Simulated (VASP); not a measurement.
A run of VASP 6.6.1 is set up as follows.

File INCAR:

```
SYSTEM = MgI2
PREC = Accurate
ENCUT = 520
EDIFF = 1E-7
ISMEAR = 0
SIGMA = 0.05
LREAL = .FALSE.
LASPH = .TRUE.
NELM = 60
ALGO = Normal
ISIF = 2
LWAVE = .FALSE.
LCHARG = .FALSE.
GGA = PE
NBANDS = 15
```

File KPOINTS:

```
Automatic mesh
0
G
  6 6 4
  0 0 0
```

The input POSCAR:

```
MgI2
1.0
    4.1154617896      0.0000000000      0.0000000000
   -2.0577308948      3.5640944581      0.0000000000
    0.0000000000      0.0000000000      7.6413829923
Mg I
1 2
Direct
    0.0000000000      0.0000000000      0.0000000000
    0.3333333333      0.6666666667      0.8012283115
    0.6666666667      0.3333333333      0.1987716885
```

Potentials or basis: VASP PAW PBE potentials, release 64 (Mg, I).

Run with:

```sh
$ cat potpaw_PBE.64/Mg/POTCAR potpaw_PBE.64/I/POTCAR > POTCAR
$ mpirun -np 1 vasp_std > vasp.out
```

**Question.** What does it give for the band gap on the k mesh?

**Answer.** 3.82 eV, indirect (least direct gap 4.20 eV).

**Question.** Predict the largest force.

**Answer.** 1.073 eV/Å.

**Question.** What does it give for the pressure?

**Answer.** 4.0 GPa.

Stress tensor (GPa, compression positive):
```
3.63 0.00 0.00
0.00 3.63 0.00
0.00 0.00 4.66
```

Caveat: spin-orbit coupling is left out, which moves the levels of the heavy elements; this functional lacks dispersion, which binds the layers, so the pressure and a relaxed spacing across them are unreliable; forces of over 1 eV/Å act on the atoms, so gaps and moduli don't describe the material at rest. A hybrid or GW would open this gap; PBE tends to underestimate it.
